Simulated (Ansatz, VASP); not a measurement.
# TaW2N4 in VASP and in Ansatz

```
CELL_PARAMETERS angstrom
-2.12242 2.12242 4.19609
2.12242 -2.12242 4.19609
2.12242 2.12242 -4.19609
ATOMIC_POSITIONS crystal
Ta 0.00000 0.00000 0.00000
W 0.25000 0.75000 0.50000
W 0.75000 0.25000 0.50000
N 0.73989 0.73989 0.00000
N 0.26011 0.26011 0.00000
N 0.00000 0.50000 0.50000
N 0.50000 0.00000 0.50000
```

Change from the starting cell: species swapped into the Li2MnF4 type (I4/mmm, No. 139).

Alike in both runs: functional PBE; k mesh 4 × 4 × 4; occupations gaussian, width 0.15 eV; no spin polarisation.

Ansatz relaxed the structure, and its values are those at the end. VASP's run is a single point on that final structure, the one shown.

```csv
,VASP,Ansatz
version,VASP 6.6.1,Ansatz 0.2.0
potentials or method,"VASP PAW PBE potentials, release 64 (Ta_pv, W_sv, N), cutoff 520 eV","scalar-relativistic, plane waves, PAW"
valence electrons in the cell,59,61
```

```csv
,VASP,Ansatz,Ansatz less VASP
gap on the k mesh at the Fermi level (eV),none,none,-
pressure (GPa),0.9,-0.2,-1.07
rms of the force components (eV/Å),0.021,0.011,-0.0097
```

A gap of «none» marks a metal or a gap that the smearing closes. VASP's potentials hold 59 valence electrons a cell and Ansatz's 61, so a difference there can come from the potentials and not from the codes.

The k mesh is coarse, so the values compare programs but aren't converged. Neither program's run includes spin-orbit coupling.
